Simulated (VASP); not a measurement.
# AlN (P6_3mc) in VASP: a series of runs, part 2 of 2

VASP 6.6.1. Earlier steps stand in the parts before.

### Step 3. Single point, SVWN5

INCAR reads:

```
SYSTEM = AlN
PREC = Accurate
ENCUT = 520
EDIFF = 1E-7
ISMEAR = -1
SIGMA = 0.05
LREAL = .False.
LASPH = .True.
NELM = 80
ALGO = Normal
ISIF = 2
LWAVE = .False.
LCHARG = .False.
GGA = VW
NBANDS = 16
```

KPOINTS reads:

```
regular mesh
0
Gamma
  10 10 6
  0 0 0
```

POSCAR reads:

```
AlN
1.0
    3.1740547162      0.0000000000      0.0000000000
   -1.5870273581      2.7488120173      0.0000000000
    0.0000000000      0.0000000000      5.0786914685
Al N
2 2
Direct
    0.6666666667      0.3333333333      0.5000000000
    0.3333333333      0.6666666667      0.0000000000
    0.6666666667      0.3333333333      0.8800000000
    0.3333333333      0.6666666667      0.3800000000
```

Potentials or basis: VASP PAW PBE potentials, release 64 (Al, N).

Run with:

```console
> cat potpaw_PBE.64/Al/POTCAR potpaw_PBE.64/N/POTCAR > POTCAR
> mpirun -np 1 vasp_std > vasp.out
```

It took 10 s on 1 thread of Intel Xeon 6975P-C (Granite Rapids), shared host; peak memory 0.15 GiB.

It converged, with:

```yaml
Free_energy: -32.6648 eV
Pressure: -14.1 GPa
Largest_force: 0.080 eV/Å
Band_gap_on_the_k_mesh: 3.73 eV, direct
```

Forces in eV/Å, atoms in the order of the input:
```
Al   0.000  0.000 -0.080
Al   0.000  0.000 -0.080
N    0.000  0.000  0.080
N    0.000  0.000  0.080
```

Stress tensor (GPa, compression positive):
```
-14.78   0.00   0.00
  0.00 -14.78   0.00
  0.00   0.00 -12.84
```

Levels at points of the mesh, in eV from the valence-band top:
| k point | band 6 | band 7 | band 8 | band 9 | band 10 | band 11 |
| --- | --- | --- | --- | --- | --- | --- |
| (0.00, 0.00, 0.00) | -0.17 | -0.17 | 0.00 | 3.73 | 6.06 | 10.01 |
| (0.50, 0.00, 0.00) | -2.00 | -1.71 | -0.65 | 5.49 | 5.58 | 7.60 |
| (0.00, 0.00, 0.50) | -0.50 | -0.50 | -0.50 | 5.92 | 5.92 | 9.71 |
| (0.50, 0.00, 0.50) | -1.40 | -1.31 | -1.31 | 5.02 | 5.02 | 8.77 |

Caveat: the PAW data sets were made with another functional, which shifts forces and pressure a little. A k mesh can miss the band edges.

### Step 4. Relaxation of cell and atoms, RPBE

This run uses another cell than the first one, of 10.45 Å³/atom, 0.943 times its volume.

INCAR reads:

```
SYSTEM = AlN
ALGO = Normal
EDIFF = 1E-7
EDIFFG = -0.01
ENCUT = 600
GGA = RP
IBRION = 2
ISIF = 3
ISMEAR = -1
LASPH = .True.
LCHARG = .False.
LREAL = .False.
LWAVE = .False.
NELM = 100
NSW = 60
PREC = Accurate
SIGMA = 0.05
```

KPOINTS reads:

```
k-points
0
Gamma
  10 10 6
  0 0 0
```

POSCAR reads:

```
AlN
1.0
    3.1130000000      0.0000000000      0.0000000000
   -1.5565000000      2.6959370820      0.0000000000
    0.0000000000      0.0000000000      4.9810000000
Al N
2 2
Direct
    0.6666666667      0.3333333333      0.5000000000
    0.3333333333      0.6666666667      0.0000000000
    0.6666666667      0.3333333333      0.8800000000
    0.3333333333      0.6666666667      0.3800000000
```

Run with:

```console
> cat potpaw_PBE.64/Al/POTCAR potpaw_PBE.64/N/POTCAR > POTCAR
> mpirun -np 1 vasp_std > vasp.out
```

Run time: 35 s. Hardware: 1 thread of Intel Xeon 6975P-C (Granite Rapids), shared host; peak memory 0.19 GiB.

Results (log left out):

```
Free energy                            : -28.3526 eV
Relaxed volume                         : 10.80 Å³/atom
Relaxed cell                           : a = 3.145 Å, b = 3.145 Å, c = 5.045 Å, α = 90.00°, β = 90.00°, γ = 120.00°
Space group after relaxing (to 0.05 Å) : P6_3mc (No. 186)
Energy gained by relaxing              : 7.3 meV/atom
Ionic steps                            : 3
Pressure after relaxing                : 0.0 GPa
Band gap on the k mesh                 : 3.97 eV, direct
```

Stress tensor (GPa, compression positive):
```
 0.02  0.00  0.00
 0.00  0.02  0.00
 0.00  0.00 -0.07
```

Step by step:
| step | energy change (eV) | largest force (eV/Å) | pressure (GPa) | volume (Å³) |
| --- | --- | --- | --- | --- |
| 1 | 0.0000 | 0.1364 | 6.61 | 41.80 |
| 2 | -0.0081 | 0.0916 | -5.06 | 44.46 |
| 3 | -0.0293 | 0.0007 | -0.01 | 43.21 |

Final structure:
```cif
data_structure
_symmetry_space_group_name_H-M 'P 1'
_symmetry_Int_Tables_number 1
_cell_length_a 3.1449
_cell_length_b 3.1449
_cell_length_c 5.0448
_cell_angle_alpha 90.000
_cell_angle_beta 90.000
_cell_angle_gamma 120.000
_cell_volume 43.21
loop_
_atom_site_label
_atom_site_type_symbol
_atom_site_fract_x
_atom_site_fract_y
_atom_site_fract_z
_atom_site_occupancy
Al1 Al 0.66667 0.33333 0.49928 1
Al2 Al 0.33333 0.66667 0.99928 1
N1 N 0.66667 0.33333 0.88072 1
N2 N 0.33333 0.66667 0.38072 1
```

Levels at points of the mesh, in eV from the valence-band top:
```tsv
k point	band 6	band 7	band 8	band 9	band 10	band 11
(0.00, 0.00, 0.00)	-0.20	-0.20	0.00	3.97	6.48	10.43
(0.50, 0.00, 0.00)	-2.02	-1.71	-0.67	5.79	5.80	7.98
(0.00, 0.00, 0.50)	-0.52	-0.52	-0.52	6.25	6.25	10.15
(0.50, 0.00, 0.50)	-1.42	-1.32	-1.32	5.27	5.27	9.14
```

Caveat: the PAW data sets were made with another functional, which shifts forces and pressure a little.

### Step 5. Single point, PBEsol+D3(BJ)

This run uses another cell than the first one, of 10.28 Å³/atom, 0.928 times its volume.

INCAR reads:

```
PREC     = Accurate       # precision mode
ENCUT    = 520            # plane-wave cutoff, eV
EDIFF    = 1E-6           # SCF threshold, eV
ISMEAR   = -1             # smearing method
SIGMA    = 0.05           # smearing width, eV
LREAL    = False          # projectors in reciprocal space
LASPH    = True           # aspherical terms in the spheres
NELM     = 60             # most SCF steps
ALGO     = Normal         # electronic algorithm
ISIF     = 2              # what is computed and relaxed
LWAVE    = False          # write WAVECAR
LCHARG   = True           # write CHGCAR
GGA      = PS             # functional
IVDW     = 12             # dispersion correction
LELF     = True           # ELF
LVHAR    = True         
NBANDS   = 16             # bands
```

KPOINTS reads:

```
regular mesh
0
Gamma
  10 10 6
```

POSCAR reads:

```
AlN
1.0
    3.0970732188      0.0000000000      0.0000000000
   -1.5485366094      2.6821440849      0.0000000000
    0.0000000000      0.0000000000      4.9499708393
Al N
2 2
Direct
    0.6666666667      0.3333333333      0.4988121605
    0.3333333333      0.6666666667     -0.0011878395
    0.6666666667      0.3333333333      0.8811878395
    0.3333333333      0.6666666667      0.3811878395
```

Run with:

```console
> cat potpaw_PBE.64/Al/POTCAR potpaw_PBE.64/N/POTCAR > POTCAR
> mpirun -np 1 vasp_std > vasp.out
```

It took 25 s on 1 thread of Intel Xeon Platinum 8488C (Sapphire Rapids), shared host; peak memory 0.18 GiB.

It converged, with:

| Quantity | Value |
| --- | --- |
| Free energy | -32.2216 eV |
| Pressure | 0.0 GPa |
| Band gap on the k mesh | 4.26 eV, direct |
| Dispersion energy per atom | -0.229 eV |

Levels at points of the mesh, in eV from the valence-band top:
```tsv
k point	band 4	band 5	band 6	band 7	band 8	band 9	band 10	band 11	band 12	band 13
(0.00, 0.00, 0.00)	-0.91	-0.91	-0.24	-0.24	0.00	4.26	6.68	10.63	11.12	11.12
(0.50, 0.00, 0.00)	-4.25	-3.43	-2.16	-1.84	-0.72	5.71	5.71	8.21	10.27	10.86
(0.00, 0.00, 0.50)	-3.39	-0.58	-0.58	-0.58	-0.58	6.50	6.50	10.33	10.33	11.44
(0.50, 0.00, 0.50)	-5.74	-1.52	-1.52	-1.40	-1.40	5.22	5.22	9.21	9.21	11.91
```

Caveat: the PAW data sets were made with another functional, which shifts forces and pressure a little.

### Step 6. Single point, PBEsol+D3(BJ)

This run uses another cell than the first one, of 10.31 Å³/atom, 0.930 times its volume.

INCAR reads:

```
SYSTEM = AlN
ALGO = Normal
EDIFF = 1E-7
ENCUT = 520
GGA = PS
ISIF = 2
ISMEAR = -1
IVDW = 12
LASPH = .TRUE.
LCHARG = .FALSE.
LREAL = .FALSE.
LWAVE = .FALSE.
NBANDS = 16
NELM = 60
PREC = Accurate
SIGMA = 0.05
```

KPOINTS reads:

```
k-points
0
G
  10 10 6
  0 0 0
```

POSCAR reads:

```
AlN
1.0
    3.0996622544      0.0000000000      0.0000000000
   -1.5498311272      2.6843862555      0.0000000000
    0.0000000000      0.0000000000      4.9551064164
Al N
2 2
Direct
    0.6666666667      0.3333333333      0.4988414966
    0.3333333333      0.6666666667     -0.0011585034
    0.6666666667      0.3333333333      0.8811585034
    0.3333333333      0.6666666667      0.3811585034
```

Potentials or basis: VASP PAW PBE potentials, release 64 (Al, N).

Run with:

```console
> cat potpaw_PBE.64/Al/POTCAR potpaw_PBE.64/N/POTCAR > POTCAR
> mpirun -np 1 vasp_std > vasp.out
```

It took 36 s on 1 thread of Intel Xeon Platinum 8488C (Sapphire Rapids), shared host; peak memory 0.18 GiB.

The run converged. Its results:

```yaml
Free_energy: -32.2215 eV
Pressure: -0.6 GPa
Band_gap_on_the_k_mesh: 4.23 eV, direct
Dispersion_energy_per_atom: -0.229 eV
```

Levels at points of the mesh, in eV from the valence-band top:
```
           k point  band 6  band 7  band 8  band 9  band 10  band 11
(0.00, 0.00, 0.00)   -0.24   -0.24    0.00    4.23     6.66    10.61
(0.50, 0.00, 0.00)   -2.15   -1.83   -0.72    5.70     5.70     8.19
(0.00, 0.00, 0.50)   -0.58   -0.58   -0.58    6.48     6.48    10.31
(0.50, 0.00, 0.50)   -1.51   -1.40   -1.40    5.22     5.22     9.20
```

Caveat: three body term missing; the PAW data sets were made with another functional, which shifts forces and pressure a little.

### Step 7. Summary

| task | level | cell | cutoff (eV) | gap on the mesh (eV) | pressure (GPa) | largest force (eV/Å) |
| --- | --- | --- | --- | --- | --- | --- |
| single point | BLYP | a = 3.174, b = 3.174, c = 5.079 Å, angles 90.0, 90.0, 120.0°, 4 atoms | 520 | 3.98 | -4.1 | 0.07 |
| single point | SVWN5 | a = 3.174, b = 3.174, c = 5.079 Å, angles 90.0, 90.0, 120.0°, 4 atoms | 520 | 3.73 | -14.1 | 0.08 |
| relaxation of cell and atoms | RPBE | relaxed from a = 3.113, b = 3.113, c = 4.981 Å, angles 90.0, 90.0, 120.0°, 4 atoms | 600 | 3.97 | 0.0 | - |
| single point | PBEsol+D3(BJ) | a = 3.097, b = 3.097, c = 4.950 Å, angles 90.0, 90.0, 120.0°, 4 atoms | 520 | 4.26 | 0.0 | - |
| single point | PBEsol+D3(BJ) | a = 3.100, b = 3.100, c = 4.955 Å, angles 90.0, 90.0, 120.0°, 4 atoms | 520 | 4.23 | -0.6 | - |

Alike in all rows: potentials or basis VASP PAW PBE potentials, release 64 (Al, N); no spin polarisation; k mesh 10 × 10 × 6; smearing fermi-dirac 0.05 eV.

Caveats: the PAW data sets were made with another functional, which shifts forces and pressure a little; three body term missing (some runs).

Absolute energies hang on the potentials; compare differences alone.

### Step 8. How close it comes

Step 5. Measured gap of AlN: 6.0343 eV (an exciton energy, a little under the gap; 0 K; quoted in “Structural and optical properties of self-assembled AlN nanowires grown on SiO2/Si substrates by molecular beam epitaxy”, 2024, arxiv:2402.00216). This calculation gives 4.26 eV (-1.78 eV). 2 values of this kind are on record (6.034 to 6.0343 eV); this one was drawn at random. The value is that of PBEsol+D3(BJ) on a finite k mesh, which can miss the band edges, without temperature or zero-point motion. Semilocal functionals fall short of measured gaps as a rule.

Step 6. Against the measured gap of AlN, 6.0343 eV (an exciton energy, a little under the gap; 0 K; quoted in “Structural and optical properties of self-assembled AlN nanowires grown on SiO2/Si substrates by molecular beam epitaxy”, 2024, arxiv:2402.00216), the calculated 4.23 eV is off by -1.80 eV. 2 values of this kind are on record (6.034 to 6.0343 eV); this one was drawn at random. The value is that of PBEsol+D3(BJ) on a finite k mesh, which can miss the band edges, without temperature or zero-point motion. Semilocal functionals fall short of measured gaps as a rule.
